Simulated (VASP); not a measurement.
Input of a VASP 6.6.1 run:

Contents of INCAR:

```
PREC = Accurate
ENCUT = 520
EDIFF = 1E-6
ISMEAR = 0
SIGMA = 0.15
LREAL = False
LASPH = True
NELM = 80
ALGO = Fast
ISIF = 2
LWAVE = False
LCHARG = False
GGA = PS
IVDW = 12
NBANDS = 13
```

KPOINTS

```
regular mesh
0
Gamma
  18 18 18
```

File POSCAR:

```
Sn
1.0
   -2.0462239647      2.0462239647      1.7430796737
    2.0462239647     -2.0462239647      1.7430796737
    2.0462239647      2.0462239647     -1.7430796737
Sn
1
Direct
    0.0000000000      0.0000000000      0.0000000000
```

Potentials or basis: VASP PAW PBE potentials, release 64 (Sn_d).

Command:

```bash
$ cat potpaw_PBE.64/Sn_d/POTCAR > POTCAR
$ mpirun -np 1 vasp_std > vasp.out
```

Estimate the dispersion energy per atom.

-0.361 eV.

Predict the pressure.

-6.5 GPa.

Stress tensor (GPa, compression positive):
```
-6.45  0.00  0.00
 0.00 -6.45  0.00
 0.00  0.00 -6.74
```

Caveat: the cell differs from its parent crystal (strain +0.080 along x and y, -0.080 along z); the PAW data sets were made with another functional, which shifts forces and pressure a little; pairwise dispersion overbinds metals, which lowers pressure and volume.
